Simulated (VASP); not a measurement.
A run of VASP 6.6.1:

INCAR

```
SYSTEM = K
PREC     = Accurate       ! precision mode
ENCUT    = 520            ! plane-wave cutoff, eV
EDIFF    = 1E-6           ! SCF threshold, eV
ISMEAR   = -1             ! smearing method
SIGMA    = 0.05           ! smearing width, eV
LREAL    = .FALSE.        ! projectors in reciprocal space
LASPH    = .TRUE.         ! aspherical terms in the spheres
NELM     = 100            ! most SCF steps
ALGO     = Normal         ! electronic algorithm
ISIF     = 2              ! what is computed and relaxed
LWAVE    = .FALSE.        ! write WAVECAR
LCHARG   = .FALSE.        ! write CHGCAR
GGA      = PE             ! functional
NBANDS   = 10             ! bands
```

File KPOINTS:

```
regular mesh
0
G
  11 11 11
  0 0 0
```

The input POSCAR:

```
K
1.0
   -2.5757965174      2.5757965174      2.5757965174
    2.5757965174     -2.5757965174      2.5757965174
    2.5757965174      2.5757965174     -2.5757965174
K
1
Direct
    0.0000000000      0.0000000000      0.0000000000
```

Potentials or basis: VASP PAW PBE potentials, release 64 (K_sv).

The run is started by

```bash
$ cat potpaw_PBE.64/K_sv/POTCAR > POTCAR
$ mpirun -np 1 vasp_std > vasp.out
```

Hardware: 1 thread of Intel(R) Xeon(R) Platinum 8259CL CPU @ 2.50GHz (Skylake/Cascade Lake), with other jobs on the host.

**Question.** How long does it take, and how much memory?

**Answer.** Wall time 32 s on 1 thread of Intel(R) Xeon(R) Platinum 8259CL CPU @ 2.50GHz (Skylake/Cascade Lake), with other jobs on the host, peak memory 0.21 GiB. Counts: scf iterations 11, k points 56.
